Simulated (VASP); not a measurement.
# PrMo2 (P4/mmm) in VASP: a series of runs

PrMo2 is run at these levels: PBE; tasks: single point.

Program: VASP 6.6.1. These are calculated values, not measurements. Logs are shortened: lines on timing, memory, paths and dates and some standing lists are left out, and cuts for length are marked.

### 1 The cell of the first run

It takes space group P4/mmm (No. 123, tetragonal). Conventional cell: a = 4.198 Å, b = 4.198 Å, c = 4.535 Å, α = 90.00°, β = 90.00°, γ = 90.00°. Within 3.9 Å of Pr (site symmetry 4/mmm) lie 12 Mo at 2.97 to 3.74 Å. Mo (site symmetry 4/mmm) has 2 Mo at 2.27 Å within 3.0 Å. Within 3.0 Å of Mo (site symmetry 4/mmm) lie 2 Mo at 2.27 Å and 4 Pr at 2.97 Å.

The cell was built from a structure type or drawn by symmetry, and may not be a known phase.

### 2 Single point, PBE, collinear spin

Contents of INCAR:

```
ALGO     = Normal         # electronic algorithm
EDIFF    = 1E-6           # SCF threshold, eV
ENCUT    = 500            # plane-wave cutoff, eV
GGA      = PE             # functional
GGA_COMPAT= F            
ISIF     = 2              # what is computed and relaxed
ISMEAR   = 0              # smearing method
ISPIN    = 2              # spin polarisation
LASPH    = T              # aspherical terms in the spheres
LCHARG   = T              # write CHGCAR
LELF     = T              # ELF
LMAXMIX  = 6              # l up to which the mixer works
LORBIT   = 11             # projections on sites
LREAL    = F              # projectors in reciprocal space
LVHAR    = T            
LWAVE    = F              # write WAVECAR
MAGMOM   = 0 1 1          # initial moments
NBANDS   = 30             # bands
NELM     = 200            # most SCF steps
PREC     = Accurate       # precision mode
SIGMA    = 0.1            # smearing width, eV
```

Contents of KPOINTS:

```
k-points
0
Gamma
  4 4 4
```

Contents of POSCAR:

```
PrMo2
1.0
    4.1983320947      0.0000000000      0.0000000000
    0.0000000000      4.1983320947      0.0000000000
    0.0000000000      0.0000000000      4.5346495061
Pr Mo
1 2
Direct
    0.0000000000      0.0000000000      0.5000000000
    0.5000000000      0.5000000000      0.0000000000
    0.5000000000      0.5000000000      0.5000000000
```

Potentials or basis: VASP PAW PBE potentials, release 64 (Pr_3, Mo_sv), 4f in core.

Command:

```bash
> cat potpaw_PBE.64/Pr_3/POTCAR potpaw_PBE.64/Mo_sv/POTCAR > POTCAR
> mpirun -np 1 vasp_std > vasp.out
```

OUTCAR:

```text
EDIFF = 1E-6
   ENCUT = 500
   GGA = PE
   ISIF = 2
   ISMEAR = 0
   ISPIN = 2
   LASPH = T
   LORBIT = 11
   LREAL = F
   NELM = 200
   PREC = Accurate

 ion  position               nearest neighbor table
   1  0.000  0.000  0.500-   3 2.97   3 2.97   3 2.97   3 2.97
   2  0.500  0.500  0.000-   3 2.27   3 2.27
   3  0.500  0.500  0.500-   2 2.27   2 2.27   1 2.97   1 2.97   1 2.97   1 2.97

  LATTYP: Found a simple tetragonal cell.
 ALAT       =     4.1983320947
 C/A-ratio  =     1.0801073864

  Lattice vectors:

 A1 = (   4.1983320947,   0.0000000000,   0.0000000000)
 A2 = (   0.0000000000,   4.1983320947,   0.0000000000)
 A3 = (   0.0000000000,   0.0000000000,   4.5346495061)

Analysis of symmetry for initial positions (statically):
=====================================================================
 Subroutine PRICEL returns:
 Original cell was already a primitive cell.

 Routine SETGRP: Setting up the symmetry group for a
 simple tetragonal supercell.

 Subroutine GETGRP returns: Found 16 space group operations
 (whereof 16 operations were pure point group operations)
 out of a pool of 16 trial point group operations.

The static configuration has the point symmetry D_4h.

Analysis of symmetry for dynamics (positions and initial velocities):
=====================================================================
 Subroutine PRICEL returns:
 Original cell was already a primitive cell.

 Routine SETGRP: Setting up the symmetry group for a
 simple tetragonal supercell.

 Subroutine GETGRP returns: Found 16 space group operations
 (whereof 16 operations were pure point group operations)
 out of a pool of 16 trial point group operations.

The dynamic configuration has the point symmetry D_4h.

Analysis of structural, dynamic, and magnetic symmetry:
=====================================================================
 Subroutine PRICEL returns:
 Original cell was already a primitive cell.

 Routine SETGRP: Setting up the symmetry group for a
 simple tetragonal supercell.

 Subroutine GETGRP returns: Found 16 space group operations
 (whereof 16 operations were pure point group operations)
 out of a pool of 16 trial point group operations.

The overall configuration has the point symmetry D_4h.

 Subroutine INISYM returns: Found 16 space group operations
 (whereof 16 operations are pure point group operations),
 and found     1 'primitive' translations

----------------------------------------------------------------------------------------

                                     Primitive cell

  volume of cell :      79.9277

  direct lattice vectors                    reciprocal lattice vectors
     4.198332095  0.000000000  0.000000000     0.238189828  0.000000000  0.000000000
     0.000000000  4.198332095  0.000000000     0.000000000  0.238189828  0.000000000
     0.000000000  0.000000000  4.534649506     0.000000000  0.000000000  0.220524210

  length of vectors
     4.198332095  4.198332095  4.534649506     0.238189828  0.238189828  0.220524210

  position of ions in fractional coordinates (direct lattice)
     0.000000000  0.000000000  0.500000000
     0.500000000  0.500000000  0.000000000
     0.500000000  0.500000000  0.500000000

  ion indices of the primitive-cell ions
   primitive index   ion index
                 1           1
                 2           2
                 3           3

----------------------------------------------------------------------------------------

 KPOINTS: k-points

Automatic generation of k-mesh.
 Grid dimensions read from file:
 generate k-points for:    4    4    4

 Generating k-lattice:

  Cartesian coordinates                     Fractional coordinates (reciprocal lattice)
     0.059547457  0.000000000  0.000000000     0.250000000  0.000000000  0.000000000
     0.000000000  0.059547457  0.000000000     0.000000000  0.250000000  0.000000000
     0.000000000  0.000000000  0.055131053     0.000000000  0.000000000  0.250000000

  Length of vectors
     0.059547457  0.059547457  0.055131053

  Shift w.r.t. Gamma in fractional coordinates (k-lattice)
     0.000000000  0.000000000  0.000000000

 Subroutine IBZKPT returns following result:
 ===========================================

 Found     18 irreducible k-points:

 Following reciprocal coordinates:
            Coordinates               Weight
  0.000000  0.000000  0.000000      1.000000
  0.250000  0.000000  0.000000      4.000000
  0.500000  0.000000  0.000000      2.000000
  0.250000  0.250000  0.000000      4.000000
  0.500000  0.250000  0.000000      4.000000
  0.500000  0.500000  0.000000      1.000000
[... 10 lines left out ...]
  0.500000  0.250000  0.500000      4.000000
  0.500000  0.500000  0.500000      1.000000
   k-points           NKPTS =     18   k-points in BZ     NKDIM =     18   number of bands    NBANDS=     30
   number of dos      NEDOS =    301   number of ions     NIONS =      3
   total plane-waves  NPLWV =  36864
   dimension x,y,z NGX =    32 NGY =   32 NGZ =   36
   dimension x,y,z NGXF=    64 NGYF=   64 NGZF=   72
   ions per type =               1   2
   NGX,Y,Z   is equivalent  to a cutoff of  12.67, 12.67, 13.20 a.u.
   NGXF,Y,Z  is equivalent  to a cutoff of  25.34, 25.34, 26.40 a.u.
 SYSTEM =  unknown system
   PREC   = accura    normal or accurate (medium, high low for compatibility)
   ISTART =      0    job   : 0-new  1-cont  2-samecut
   ICHARG =      2    charge: 1-file 2-atom 10-const
   ISPIN  =      2    spin polarized calculation?
   LNONCOLLINEAR =      F non collinear calculations
   LSORBIT =      F    spin-orbit coupling
   LASPH  =      T    aspherical Exc in radial PAW
   ENCUT  =  500.0 eV  36.75 Ry    6.06 a.u.   7.65  7.65  8.27*2*pi/ulx,y,z
   NELM   =    200;   NELMIN=  2; NELMDL= -5     # of ELM steps
   EDIFF  = 0.1E-05   stopping-criterion for ELM
   LREAL  =      F    real-space projection
[... 7 lines left out ...]
   TEBEG  =    0.0;   TEEND  =   0.0 temperature during run
   PSTRESS=    0.0 pullay stress
   NELECT =      39.0000    total number of electrons
   NUPDOWN=      -1.0000    fix difference up-down
   EMIN   =  10.00;   EMAX   =-10.00  energy-range for DOS
   EFERMI =   0.00;   METHOD = LEGACY
   ISMEAR =     0;   SIGMA  =   0.10  broadening in eV -4-tet -1-fermi 0-gaus
   EFERMI_NEDOS =   21; number of points for ismear=-14 and -15
   IALGO  =     38    algorithm
   IMIX   =      4    mixing-type and parameters
     AMIX     =   0.40;   BMIX     =  1.00
     AMIX_MAG =   1.60;   BMIX_MAG =  1.00
  volume/ion in A,a.u.               =      26.64       179.79
  Fermi-wavevector in a.u.,A,eV,Ry     =   1.288835  2.435545 22.600573  1.661095
  Thomas-Fermi vector in A             =   2.420764
   LORBIT       =     11    0 simple, 1 ext, 2 COOP (PROOUT), +10 PAW based schemes
   GGA     = PE    functional components
   LHFCALC =     F    Hartree Fock is set to
   AEXX    =    0.0000 exact exchange contribution
   IVDW    =     0    specifies the selected vdW correction
   LEPSILON=     F    determine dielectric tensor
   LRPA    =     F    only Hartree local field effects (RPA)
 spin polarized calculation
 Gauss-broadening in eV      SIGMA  =   0.10
  energy-cutoff  :      500.00
  volume of cell :       79.93
 maximum number of plane-waves:      2060
 NGX is ok and might be reduce to    32

 number of electron      39.0000002 magnetization       0.0473446

 Free energy of the ion-electron system (eV)
  ---------------------------------------------------
  ext. energy  EPLUGINS =         0.00000000
  ---------------------------------------------------
  free energy    TOTEN  =       -22.13637155 eV

  energy without entropy =      -22.10985399  energy(sigma->0) =      -22.12311277

 E-fermi :   5.5801     XC(G=0): -10.4163

 val. band max:        5.5566008849   @ k =   0.5000   0.2500   0.2500
 cond. band min:       5.5832759343   @ k =   0.5000   0.5000   0.2500
 fundamental gap:      0.0266750494
 Fermi energy:         5.5800515480

 spin component 1

 k-point     1 :       0.0000    0.0000    0.0000
  band No.  band energies     occupation
      1     -55.5535      1.00000
      2     -54.6830      1.00000
      3     -31.5314      1.00000
      4     -30.2365      1.00000
      5     -29.4855      1.00000
      6     -29.4855      1.00000
[... 22 lines left out ...]
     29      10.7071      0.00000
     30      10.7071      0.00000

 k-point     2 :       0.2500    0.0000    0.0000
  band No.  band energies     occupation
      1     -55.5533      1.00000
      2     -54.6828      1.00000
      3     -31.5309      1.00000
      4     -30.2754      1.00000
      5     -29.4846      1.00000
      6     -29.4661      1.00000
[... 22 lines left out ...]
     29      11.1280      0.00000
     30      12.3647      0.00000

 k-point     3 :       0.5000    0.0000    0.0000
  band No.  band energies     occupation
      1     -55.5531      1.00000
      2     -54.6826      1.00000
      3     -31.5303      1.00000
      4     -30.3114      1.00000
      5     -29.4837      1.00000
      6     -29.4502      1.00000
[... 461 lines left out ...]
      6     -29.3385      1.00000
[... 22 lines left out ...]
     29      10.6003      0.00000
     30      10.8508      0.00000

 k-point    18 :       0.5000    0.5000    0.5000
  band No.  band energies     occupation
      1     -55.3394      1.00000
      2     -54.9262      1.00000
      3     -30.2162      1.00000
      4     -29.8039      1.00000
      5     -29.4985      1.00000
      6     -29.3382      1.00000
[... 22 lines left out ...]
     29      10.6643      0.00000
     30      10.6643      0.00000
 Fermi energy:         5.5800515480

 spin component 2

 k-point     1 :       0.0000    0.0000    0.0000
  band No.  band energies     occupation
      1     -55.5365      1.00000
      2     -54.6740      1.00000
      3     -31.5253      1.00000
      4     -30.2369      1.00000
      5     -29.4604      1.00000
      6     -29.4604      1.00000
[... 22 lines left out ...]
     29      10.7134      0.00000
     30      10.7134      0.00000

 k-point     2 :       0.2500    0.0000    0.0000
  band No.  band energies     occupation
      1     -55.5363      1.00000
      2     -54.6739      1.00000
      3     -31.5247      1.00000
      4     -30.2754      1.00000
      5     -29.4595      1.00000
      6     -29.4406      1.00000
[... 22 lines left out ...]
     29      11.1319      0.00000
     30      12.3672      0.00000

 k-point     3 :       0.5000    0.0000    0.0000
  band No.  band energies     occupation
      1     -55.5361      1.00000
      2     -54.6737      1.00000
      3     -31.5242      1.00000
      4     -30.3110      1.00000
      5     -29.4586      1.00000
      6     -29.4243      1.00000
[... 484 lines left out ...]
     29      10.6055      0.00000
     30      10.8607      0.00000

 k-point    18 :       0.5000    0.5000    0.5000
  band No.  band energies     occupation
      1     -55.3174      1.00000
      2     -54.9223      1.00000
      3     -30.2166      1.00000
      4     -29.7940      1.00000
      5     -29.4961      1.00000
      6     -29.3063      1.00000
[... 22 lines left out ...]
     29      10.6673      0.00000
     30      10.6673      0.00000

------------------------ aborting loop because EDIFF is reached ----------------------------------------

  FORCE on cell =-STRESS in cart. coord.  units (eV):
  Direction    XX          YY          ZZ          XY          YZ          ZX
  --------------------------------------------------------------------------------------
  -------------------------------------------------------------------------------------
  Total        0.0112927      0.0112927      0.5552624      0.0000000      0.0000000      0.0000000
  in kB        0.2263661      0.2263661     11.1304198      0.0000000      0.0000000      0.0000000
  external PRESSURE =       3.8610507 kB  Pullay stress =       0.0000000 kB

 VOLUME and BASIS-vectors are now :
 -----------------------------------------------------------------------------
  energy-cutoff  :      500.00
  volume of cell :       79.93
      direct lattice vectors                 reciprocal lattice vectors
     4.198332095  0.000000000  0.000000000     0.238189828  0.000000000  0.000000000
     0.000000000  4.198332095  0.000000000     0.000000000  0.238189828  0.000000000
     0.000000000  0.000000000  4.534649506     0.000000000  0.000000000  0.220524210

 POSITION                                       TOTAL-FORCE (eV/Angst)
 -----------------------------------------------------------------------------------
      0.00000      0.00000      2.26732         0.000000      0.000000      0.000000
      2.09917      2.09917      0.00000         0.000000      0.000000      0.000000
      2.09917      2.09917      2.26732         0.000000      0.000000      0.000000
 -----------------------------------------------------------------------------------
    total drift:                               -0.000000     -0.000000     -0.000000

  FREE ENERGIE OF THE ION-ELECTRON SYSTEM (eV)
  ---------------------------------------------------
  free  energy   TOTEN  =       -22.1363715482 eV

  energy  without entropy=      -22.1098539865  energy(sigma->0) =      -22.12311277

 total charge

# of ion       s       p       d       tot
------------------------------------------
    1        2.108   5.745   0.963   8.815
    2        2.331   6.051   4.174  12.556
    3        2.414   6.065   4.429  12.907
--------------------------------------------------
tot          6.852  17.861   9.566  34.279

 magnetization (x)

# of ion       s       p       d       tot
------------------------------------------
    1       -0.000   0.000  -0.000  -0.000
    2        0.000   0.000   0.034   0.035
    3        0.000   0.000   0.006   0.006
--------------------------------------------------
tot          0.000   0.001   0.039   0.040
```

Wall time 68 s (1 thread of Intel Xeon Platinum 8488C (Sapphire Rapids), shared host); peak memory 0.25 GiB.

What came out:

- Free energy: -22.1364 eV
- Pressure: 0.4 GPa
- Net moment: 0.05 μB per cell
- Site moments: Pr -0.00; Mo +0.04, +0.01 μB
- Valence electrons inside the program's atomic spheres: Pr 8.81; Mo 12.56, 12.91

Stress tensor (GPa, compression positive):
```
0.02 0.00 0.00
0.00 0.02 0.00
0.00 0.00 1.11
```

Caveat: the k points lie up to 0.37 Å⁻¹ apart; the magnetic or orbital state may not be the lowest; spin-orbit coupling is left out, which moves the levels of the heavy elements; the 4f electrons are frozen in the core, so they carry no moment and show no levels.

### 3 Single point, PBE

This run uses another cell than the first one, of the same volume but with other edges.

Contents of INCAR:

```
ALGO = Normal ; EDIFF = 1E-6
ENCUT = 500 ; GGA = PE
GGA_COMPAT = F ; ISIF = 2
ISMEAR = 0 ; LASPH = T
LCHARG = F ; LMAXMIX = 6
LREAL = F ; LWAVE = F
NBANDS = 26 ; NELM = 200
PREC = Accurate ; SIGMA = 0.1
```

Contents of KPOINTS:

```
k-points
0
Gamma
  12 12 10
```

Contents of POSCAR:

```
PrMo2
1.0
    4.1550458352      0.0000000000      0.0000000000
    0.0000000000      4.1550458352      0.0000000000
    0.0000000000      0.0000000000      4.6262282442
Pr Mo
1 2
Direct
    0.0000000000      0.0000000000      0.5000000000
    0.5000000000      0.5000000000      0.0000000000
    0.5000000000      0.5000000000      0.5000000000
```

Potentials or basis: VASP PAW PBE potentials, release 64 (Pr_3, Mo_sv), 4f in core.

Command:

```bash
> cat potpaw_PBE.64/Pr_3/POTCAR potpaw_PBE.64/Mo_sv/POTCAR > POTCAR
> mpirun -np 1 vasp_std > vasp.out
```

Wall time 2.5 min (1 thread of Intel Xeon Platinum 8488C (Sapphire Rapids), shared host); peak memory 0.41 GiB.

It converged, with:

```yaml
Free_energy: -22.2393 eV
Pressure: 0.3 GPa
Band_gap_on_the_k_mesh: zero (an odd number of electrons rules out a gap without spin polarisation)
```

Stress tensor (GPa, compression positive):
```
0.11 0.00 0.00
0.00 0.11 0.00
0.00 0.00 0.82
```

Levels at points of the mesh, in eV from the Fermi level:
```csv
k point,band 16,band 17,band 18,band 19,band 20,band 21,band 22,band 23
"(0.00, 0.00, 0.00)",-3.31,-3.29,-2.22,-1.00,0.21,0.79,3.58,3.88
"(0.50, 0.00, 0.00)",-2.06,-1.56,-0.64,0.04,0.81,0.91,1.03,1.09
"(0.50, 0.50, 0.00)",-2.00,-1.96,-0.49,-0.09,1.15,1.15,1.51,2.91
"(0.00, 0.00, 0.50)",-1.95,-1.14,-1.14,-0.78,-0.59,-0.59,0.28,0.36
"(0.50, 0.00, 0.50)",-0.96,-0.71,-0.64,-0.55,0.30,0.34,0.39,0.78
"(0.50, 0.50, 0.50)",-1.13,-1.13,-1.12,-0.73,0.39,0.54,0.74,0.83
```

Caveat: spin-orbit coupling is left out, which moves the levels of the heavy elements; the 4f electrons are frozen in the core, so they carry no moment and show no levels.
